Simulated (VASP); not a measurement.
# HC28 (a cell with a defect) in VASP: single point with PBE

Aim: the single point of HC28 (a cell with a defect) with PBE.

All numbers are computed with VASP 6.6.1; they aren't measurements. Logs are shortened: lines on timing, memory, paths and dates and some standing lists are left out, and cuts for length are marked.

## Step 1: The cell of the first run

The cell holds a defect, 29 atoms: a = 6.526 Å, b = 6.526 Å, c = 8.465 Å, α = 90.00°, β = 90.00°, γ = 120.00°.

## Step 2: Single point, PBE

Input file INCAR:

```
SYSTEM = HC28
  PREC = Accurate
  ENCUT = 520
  EDIFF = 1E-7
  ISMEAR = 0
  SIGMA = 0.1
  LREAL = Auto
  LASPH = .True.
  NELM = 60
  ALGO = Normal
  ISIF = 2
  LWAVE = .False.
  LCHARG = .True.
  GGA = PE
  LELF = .True.
  LVHAR = .True.
  NBANDS = 76
```

Input file KPOINTS:

```
Automatic mesh
0
Gamma
  4 4 3
  0 0 0
```

Input file POSCAR:

```
HC28
1.0
    1.2332663983     -6.4082401833      0.0000000000
    4.9330655932      4.2721601222      0.0000000000
    0.0000000000      0.0000000000      8.4654490661
C H
28 1
Direct
    0.8338487343      0.1693410231      0.1989310888
    0.4049305172      0.0235658329      0.2063008101
   -0.0214975922     -0.1196948897      0.1988558418
    0.6905834353      0.4525248270      0.2063023457
    0.2616224537      0.3092216777      0.2063082521
    0.5447803356      0.7356611521      0.1988674182
    0.1190449050      0.5950950506      0.2100449706
    0.8808461097      0.4046216401      0.7936996546
    0.4523849685      0.2620530368      0.7899414370
    0.0266610359      0.1214962236      0.8011597432
    0.7375787999      0.6877954055      0.8010853231
    0.3098082128      0.5479278331      0.7936936301
    0.5929174878      0.9768448634      0.8011710834
    0.1664982684      0.8335827291      0.7937008359
    0.6436753478      0.2154280745      0.2052136852
    0.2147595032      0.0704939585      0.2052068339
    0.7857112032     -0.0715583888      0.1758870662
    0.4987197197      0.4993845472      0.2052012819
    0.0711345491      0.3571023165      0.2061519698
    0.3570332460      0.7852062417      0.2061448821
    0.9289457107      0.6429939779      0.2061259818
    0.9277516929      0.6417155725      0.7947911502
    0.5002963407      0.5000461249      0.7938461324
    0.0727147540      0.3577648227      0.7948033173
    0.7857180122      0.9287041274      0.8241846293
    0.3566687640      0.7866575712      0.7947970565
    0.6424829159      0.2141525160      0.7938720022
    0.2143960664      1.0719430819      0.7938526294
    0.7856989821      0.9285004952     -0.0001409258
```

Potentials or basis: VASP PAW PBE potentials, release 64 (C, H).

On the command line:

```sh
$ cat potpaw_PBE.64/C/POTCAR potpaw_PBE.64/H/POTCAR > POTCAR
$ mpirun -np 1 vasp_std > vasp.out
```

OUTCAR:

```text
SYSTEM = HC28
   PREC = Accurate
   ENCUT = 520
   EDIFF = 1E-7
   ISMEAR = 0
   LREAL = Auto
   LASPH = .True.
   NELM = 60
   ISIF = 2
   GGA = PE

 ion  position               nearest neighbor table
   1  0.834  0.169  0.199-  19 1.42  15 1.42  17 1.45
   2  0.405  0.024  0.206-  16 1.42  20 1.43  15 1.43
   3  0.979  0.880  0.199-  21 1.42  16 1.42  17 1.45
   4  0.691  0.453  0.206-  15 1.42  21 1.43  18 1.43
   5  0.262  0.309  0.206-  18 1.42  19 1.43  16 1.43
   6  0.545  0.736  0.199-  20 1.42  18 1.42  17 1.45
[... 20 lines left out ...]
  27  0.642  0.214  0.794-  13 1.42   9 1.42   8 1.43
  28  0.214  0.072  0.794-  10 1.42   9 1.42  14 1.43
  29  0.786  0.929  1.000-

  LATTYP: Found a hexagonal cell.
 ALAT       =     6.5258323803
 C/A-ratio  =     1.2972213463

  Lattice vectors:

 A1 = (   1.2332663983,  -6.4082401833,   0.0000000000)
 A2 = (   4.9330655932,   4.2721601222,   0.0000000000)
 A3 = (   0.0000000000,   0.0000000000,   8.4654490661)

Analysis of symmetry for initial positions (statically):
=====================================================================
 Subroutine PRICEL returns:
 Original cell was already a primitive cell.

 Routine SETGRP: Setting up the symmetry group for a
 hexagonal supercell.

 Subroutine GETGRP returns: Found  1 space group operations
 (whereof  1 operations were pure point group operations)
 out of a pool of 24 trial point group operations.

The static configuration has the point symmetry C_1 .

Analysis of symmetry for dynamics (positions and initial velocities):
=====================================================================
 Subroutine PRICEL returns:
 Original cell was already a primitive cell.

 Routine SETGRP: Setting up the symmetry group for a
 hexagonal supercell.

 Subroutine GETGRP returns: Found  1 space group operations
 (whereof  1 operations were pure point group operations)
 out of a pool of 24 trial point group operations.

The dynamic configuration has the point symmetry C_1 .

 Subroutine INISYM returns: Found  1 space group operations
 (whereof  1 operations are pure point group operations),
 and found     1 'primitive' translations

----------------------------------------------------------------------------------------

                                     Primitive cell

  volume of cell :     312.2141

  direct lattice vectors                    reciprocal lattice vectors
     1.233266398 -6.408240183  0.000000000     0.115836402 -0.133756356  0.000000000
     4.933065593  4.272160122  0.000000000     0.173754604  0.033439089  0.000000000
     0.000000000  0.000000000  8.465449066     0.000000000  0.000000000  0.118127224

  length of vectors
     6.525832380  6.525832380  8.465449066     0.176943028  0.176943028  0.118127224

  position of ions in fractional coordinates (direct lattice)
     0.833848734  0.169341023  0.198931089
     0.404930517  0.023565833  0.206300810
     0.978502408  0.880305110  0.198855842
     0.690583435  0.452524827  0.206302346
     0.261622454  0.309221678  0.206308252
     0.544780336  0.735661152  0.198867418
[... 21 lines left out ...]
     0.214396066  0.071943082  0.793852629
     0.785698982  0.928500495  0.999859074

  ion indices of the primitive-cell ions
   primitive index   ion index
                 1           1
                 2           2
                 3           3
                 4           4
                 5           5
                 6           6
[... 21 lines left out ...]
                28          28
                29          29

----------------------------------------------------------------------------------------

 KPOINTS: Automatic mesh

Automatic generation of k-mesh.
 Grid dimensions read from file:
 generate k-points for:    4    4    3

 Generating k-lattice:

  Cartesian coordinates                     Fractional coordinates (reciprocal lattice)
     0.028959101 -0.033439089  0.000000000     0.250000000  0.000000000  0.000000000
     0.043438651  0.008359772  0.000000000     0.000000000  0.250000000  0.000000000
     0.000000000  0.000000000  0.039375741     0.000000000  0.000000000  0.333333333

  Length of vectors
     0.044235757  0.044235757  0.039375741

  Shift w.r.t. Gamma in fractional coordinates (k-lattice)
     0.000000000  0.000000000  0.000000000

 Subroutine IBZKPT returns following result:
 ===========================================

 Found     26 irreducible k-points:

 Following reciprocal coordinates:
            Coordinates               Weight
  0.000000  0.000000  0.000000      1.000000
  0.250000  0.000000  0.000000      2.000000
 -0.000000  0.250000  0.000000      2.000000
 -0.250000  0.250000  0.000000      2.000000
  0.500000  0.000000  0.000000      1.000000
 -0.000000  0.500000  0.000000      1.000000
[... 16 lines left out ...]
  0.500000  0.250000  0.333333      2.000000
 -0.250000 -0.250000  0.333333      2.000000
 [... further k-points ...]
   k-points           NKPTS =     26   k-points in BZ     NKDIM =     26   number of bands    NBANDS=     76
   number of dos      NEDOS =    301   number of ions     NIONS =     29
   total plane-waves  NPLWV = 160000
   dimension x,y,z NGX =    50 NGY =   50 NGZ =   64
   dimension x,y,z NGXF=   100 NGYF=  100 NGZF=  128
   ions per type =              28   1
   NGX,Y,Z   is equivalent  to a cutoff of  12.74, 12.74, 12.57 a.u.
   NGXF,Y,Z  is equivalent  to a cutoff of  25.48, 25.48, 25.14 a.u.
 SYSTEM =  HC28
   PREC   = accura    normal or accurate (medium, high low for compatibility)
   ISTART =      0    job   : 0-new  1-cont  2-samecut
   ICHARG =      2    charge: 1-file 2-atom 10-const
   ISPIN  =      1    spin polarized calculation?
   LNONCOLLINEAR =      F non collinear calculations
   LSORBIT =      F    spin-orbit coupling
   LASPH  =      T    aspherical Exc in radial PAW
   ENCUT  =  520.0 eV  38.22 Ry    6.18 a.u.  12.13 12.13 15.74*2*pi/ulx,y,z
   NELM   =     60;   NELMIN=  2; NELMDL= -5     # of ELM steps
   EDIFF  = 0.1E-06   stopping-criterion for ELM
   LREAL  =      T    real-space projection
   EDIFFG = 0.1E-05   stopping-criterion for IOM
   NSW    =      0    number of steps for IOM
   IBRION =     -1    ionic relax: 0-MD 1-quasi-New 2-CG
   NFREE  =      0    steps in history (QN), initial steepest desc. (CG)
   ISIF   =      2    stress and relaxation
   ISYM   =      2    0-nonsym 1-usesym 2-fastsym
   POTIM  = 0.5000    time-step for ionic-motion
   TEBEG  =    0.0;   TEEND  =   0.0 temperature during run
   PSTRESS=    0.0 pullay stress
   NELECT =     113.0000    total number of electrons
   NUPDOWN=      -1.0000    fix difference up-down
   EMIN   =  10.00;   EMAX   =-10.00  energy-range for DOS
   EFERMI =   0.00;   METHOD = LEGACY
   ISMEAR =     0;   SIGMA  =   0.10  broadening in eV -4-tet -1-fermi 0-gaus
   EFERMI_NEDOS =   21; number of points for ismear=-14 and -15
   IALGO  =     38    algorithm
   IMIX   =      4    mixing-type and parameters
     AMIX     =   0.40;   BMIX     =  1.00
     AMIX_MAG =   1.60;   BMIX_MAG =  1.00
  volume/ion in A,a.u.               =      10.77        72.65
  Fermi-wavevector in a.u.,A,eV,Ry     =   1.166676  2.204697 18.519328  1.361132
  Thomas-Fermi vector in A             =   2.303186
   LORBIT       =      0    0 simple, 1 ext, 2 COOP (PROOUT), +10 PAW based schemes
   GGA     = PE    functional components
   LHFCALC =     F    Hartree Fock is set to
   AEXX    =    0.0000 exact exchange contribution
   IVDW    =     0    specifies the selected vdW correction
   LEPSILON=     F    determine dielectric tensor
   LRPA    =     F    only Hartree local field effects (RPA)
 non-spin polarized calculation
 Gauss-broadening in eV      SIGMA  =   0.10
  energy-cutoff  :      520.00
  volume of cell :      312.21
 maximum number of plane-waves:      8422
 NGX is ok and might be reduce to    50
   NGX = 25   NGY = 25   NGZ = 31

 number of electron     113.0000001 magnetization

 Free energy of the ion-electron system (eV)
  ---------------------------------------------------
  ext. energy  EPLUGINS =         0.00000000
  ---------------------------------------------------
  free energy    TOTEN  =      -259.43806125 eV

  energy without entropy =     -259.42044173  energy(sigma->0) =     -259.42925149

 E-fermi :   3.2484     XC(G=0):  -8.7766

 val. band max:        3.2419182911   @ k =   0.5000   0.5000   0.3333
 cond. band min:       3.3333596695   @ k =  -0.0000   0.2500   0.0000
 fundamental gap:      0.0914413783
 Fermi energy:         3.2483905014

 k-point     1 :       0.0000    0.0000    0.0000
  band No.  band energies     occupation
      1     -16.7063      2.00000
      2     -16.5347      2.00000
      3     -13.5804      2.00000
      4     -13.3856      2.00000
      5     -13.3852      2.00000
      6     -13.3689      2.00000
[... 60 lines left out ...]
     67       7.0480      0.00000
     68       7.0650      0.00000

 k-point     2 :       0.2500    0.0000    0.0000
  band No.  band energies     occupation
      1     -16.4952      2.00000
      2     -16.3248      2.00000
      3     -14.8224      2.00000
      4     -14.6640      2.00000
      5     -14.0273      2.00000
      6     -13.9694      2.00000
[... 60 lines left out ...]
     67       7.9480      0.00000
     68       8.4455      0.00000

 k-point     3 :      -0.0000    0.2500    0.0000
  band No.  band energies     occupation
      1     -16.4952      2.00000
      2     -16.3248      2.00000
      3     -14.8224      2.00000
      4     -14.6640      2.00000
      5     -14.0274      2.00000
      6     -13.9694      2.00000
[... 1480 lines left out ...]
     67       8.4340      0.00000
     68       8.4851      0.00000

 k-point    24 :      -0.2500   -0.2500    0.3333
  band No.  band energies     occupation
      1     -16.0747      2.00000
      2     -15.9084      2.00000
      3     -15.2753      2.00000
      4     -15.1836      2.00000
      5     -15.0765      2.00000
      6     -15.0756      2.00000
[... 60 lines left out ...]
     67       8.4402      0.00000
     68       8.6060      0.00000

 [... further k-points ...]

 [bands above 68 left out]

------------------------ aborting loop because EDIFF is reached ----------------------------------------

  FORCE on cell =-STRESS in cart. coord.  units (eV):
  Direction    XX          YY          ZZ          XY          YZ          ZX
  --------------------------------------------------------------------------------------
  -------------------------------------------------------------------------------------
  Total        3.4987812      3.5080359     -0.2858455      0.0005736      0.0077072      0.0055758
  in kB       17.9545658     18.0020577     -1.4668625      0.0029437      0.0395506      0.0286133
  external PRESSURE =      11.4965870 kB  Pullay stress =       0.0000000 kB

 VOLUME and BASIS-vectors are now :
 -----------------------------------------------------------------------------
  energy-cutoff  :      520.00
  volume of cell :      312.21
      direct lattice vectors                 reciprocal lattice vectors
     1.233266398 -6.408240183  0.000000000     0.115836402 -0.133756356  0.000000000
     4.933065593  4.272160122  0.000000000     0.173754604  0.033439089  0.000000000
     0.000000000  0.000000000  8.465449066     0.000000000  0.000000000  0.118127224

 POSITION                                       TOTAL-FORCE (eV/Angst)
 -----------------------------------------------------------------------------------
      1.86373     -4.62005      1.68404         0.004632      0.002383     -0.006357
      0.61564     -2.49422      1.74643        -0.000377     -0.002403      0.005340
      5.54936     -2.50967      1.68340        -0.007336     -0.002196      0.001561
      3.08401     -2.49217      1.74644         0.009046     -0.000955      0.005092
      1.84806     -0.35550      1.74649        -0.009152     -0.002012      0.006681
      4.30092     -0.34822      1.68350         0.005047     -0.000513      0.005742
[... 21 lines left out ...]
      0.61931     -1.06655      6.72032         0.006254      0.008848     -0.000600
      5.54933     -1.06825      8.46426         0.000891     -0.000224     -0.011337
 -----------------------------------------------------------------------------------
    total drift:                                0.016612      0.028213     -0.014988

  FREE ENERGIE OF THE ION-ELECTRON SYSTEM (eV)
  ---------------------------------------------------
  free  energy   TOTEN  =      -259.4380612459 eV

  energy  without entropy=     -259.4204417312  energy(sigma->0) =     -259.42925149
```

Run time: 14 min. Hardware: 1 thread of Intel Xeon Platinum 8488C (Sapphire Rapids), shared host; peak memory 0.6 GiB.

Results:

| Item | Value |
| --- | --- |
| Free energy | -259.4381 eV |
| Pressure | 1.1 GPa |
| Largest force | 0.018 eV/Å |
| Band gap on the k mesh | zero (an odd number of electrons rules out a gap without spin polarisation) |

Forces in eV/Å, atoms in the order of the input:
```
C    0.005  0.002 -0.006
C    0.000 -0.002  0.005
C   -0.007 -0.002  0.002
C    0.009 -0.001  0.005
C   -0.009 -0.002  0.007
C    0.005 -0.001  0.006
C    0.007  0.008  0.002
C   -0.003 -0.001 -0.002
C   -0.004 -0.003 -0.004
C    0.001  0.009 -0.007
C   -0.009 -0.008  0.000
C   -0.001 -0.002 -0.002
C    0.008 -0.002 -0.007
C   -0.001  0.006 -0.010
C   -0.003  0.009  0.002
C    0.008  0.004  0.001
C   -0.004 -0.004  0.005
C    0.003  0.005  0.001
C    0.007 -0.006  0.007
C   -0.001 -0.006  0.003
C   -0.001  0.003  0.006
C   -0.003  0.001 -0.006
C   -0.001  0.003 -0.008
C   -0.004 -0.008 -0.001
C   -0.003 -0.003  0.017
C    0.001 -0.011 -0.003
C   -0.005  0.004 -0.002
C    0.006  0.009 -0.001
H    0.001  0.000 -0.011
```

Levels at points of the mesh, in eV from the Fermi level:
```csv
k point,band 54,band 55,band 56,band 57,band 58,band 59,band 60,band 61
"(0.00, 0.00, 0.00)",-3.31,-3.30,-3.30,0.31,2.89,3.01,3.38,3.38
"(0.50, 0.00, 0.00)",-2.16,-1.79,-1.74,-0.02,0.85,1.10,1.17,1.20
"(0.00, 0.50, 0.00)",-2.16,-1.79,-1.74,-0.02,0.85,1.10,1.17,1.20
"(0.50, 0.50, 0.00)",-2.16,-1.79,-1.74,-0.02,0.85,1.10,1.17,1.20
```
